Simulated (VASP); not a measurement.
A run of VASP 6.6.1 is set up as follows.

File INCAR:

```
  ALGO = Normal
  EDIFF = 1E-6
  ENCUT = 520
  GGA = PE
  ISIF = 2
  ISMEAR = -1
  LASPH = True
  LCHARG = False
  LREAL = False
  LWAVE = False
  NBANDS = 17
  NELM = 80
  PREC = Accurate
  SIGMA = 0.05
```

KPOINTS

```
k-points
0
Gamma
  7 7 7
```

The input POSCAR:

```
SnTe
1.0
    3.8655674944      0.0000000000      0.0000000000
    0.0000000000      3.8655674944      0.0000000000
    0.0000000000      0.0000000000      3.8655674944
Te Sn
1 1
Direct
    0.5000000000      0.5000000000      0.5000000000
    0.0000000000      0.0000000000      0.0000000000
```

Potentials or basis: VASP PAW PBE potentials, release 64 (Te, Sn_d).

The run is started by

```console
$ cat potpaw_PBE.64/Te/POTCAR potpaw_PBE.64/Sn_d/POTCAR > POTCAR
$ mpirun -np 1 vasp_std > vasp.out
```

(1) Predict the pressure.

(2) Predict the band gap on the k mesh.

Results:

(1) 0.0 GPa.

(2) zero (band 10 reaches 7.63 eV, above the bottom of band 11 at 6.47 eV).

Caveat: spin-orbit coupling is left out, which moves the levels of the heavy elements.
